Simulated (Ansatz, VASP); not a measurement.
Two plane-wave programs on MoS2

```
CELL_PARAMETERS angstrom
1.59325 0.91986 6.48982
-1.59325 0.91986 6.48982
0.00000 -1.83973 6.48982
ATOMIC_POSITIONS crystal
Mo 0.99977 0.99977 0.99977
S 0.41280 0.41280 0.41280
S 0.25343 0.25343 0.25343
```

Alike in both runs: functional r2SCAN; k mesh 12 × 12 × 12; occupations gaussian, width 0.02 eV; no spin polarisation.

Ansatz relaxed the structure, and its values are those at the end. VASP's run is a single point on that final structure, the one shown.

|  | VASP | Ansatz |
| --- | --- | --- |
| version | VASP 6.6.1 | Ansatz 0.2.0 |
| potentials or method | VASP PAW PBE potentials, release 64 (Mo_sv, S), cutoff 520 eV | scalar-relativistic, plane waves, PAW |
| valence electrons in the cell | 26 | 26 |

|  | VASP | Ansatz | Ansatz less VASP |
| --- | --- | --- | --- |
| gap on the k mesh at the Fermi level (eV) | 1.15 | 1.13 | -0.018 |
| least direct gap on the mesh (eV) | 1.76 | 1.75 | -0.008 |
| pressure (GPa) | 0.0 | 0.0 | -0.04 |
| rms of the force components (eV/Å) | 0.005 | 0.004 | -0.0017 |

VASP's potentials were made for PBE, not for r2SCAN.
